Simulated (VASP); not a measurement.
# Pt: single point with LDA

Pt, a slab with vacuum:

```
Pt
1.0
     2.75340    0.00000    0.00000
     0.00000    2.75340    0.00000
     0.00000    0.00000   21.84080
Pt
4
Direct
  0.25000 0.25000 0.36629
  0.75000 0.75000 0.45543
  0.25000 0.25000 0.54457
  0.75000 0.75000 0.63371
```

```yaml
Program: VASP 6.6.1
Task: single point
Functional: LDA
Potentials_or_basis: VASP PAW LDA potentials, release 64 (Pt)
Cutoff: 520 eV
k_mesh: 15 × 15 × 1
Occupations: fermi-dirac, width 0.05 eV
Spin: no spin polarisation
Dipole_correction: yes
Further_INCAR_settings: ALGO = Normal; EDIFF = 1e-06; NBANDS = 28
```

- Largest force: 0.434 eV/Å
- Band gap on the k mesh: zero (bands 20 and 21 overlap by 1.59 eV)

Forces on the atoms (eV/Å):
```
Pt   0.000  0.000  0.434
Pt   0.000  0.000 -0.239
Pt   0.000  0.000  0.239
Pt   0.000  0.000 -0.434
```

Levels at points of the mesh, in eV from the Fermi level:
| k point | band 16 | band 17 | band 18 | band 19 | band 20 | band 21 | band 22 | band 23 | band 24 | band 25 |
| --- | --- | --- | --- | --- | --- | --- | --- | --- | --- | --- |
| (0.00, 0.00, 0.00) | -1.43 | -0.76 | -0.71 | -0.71 | -0.03 | 0.16 | 0.22 | 0.27 | 0.27 | 1.84 |

Run time: 58 s on 1 thread of Intel(R) Xeon(R) 6975P-C (Granite Rapids), on a shared host, peak memory 0.28 GiB.

Caveat: spin-orbit coupling is left out, which moves the levels of the heavy elements.
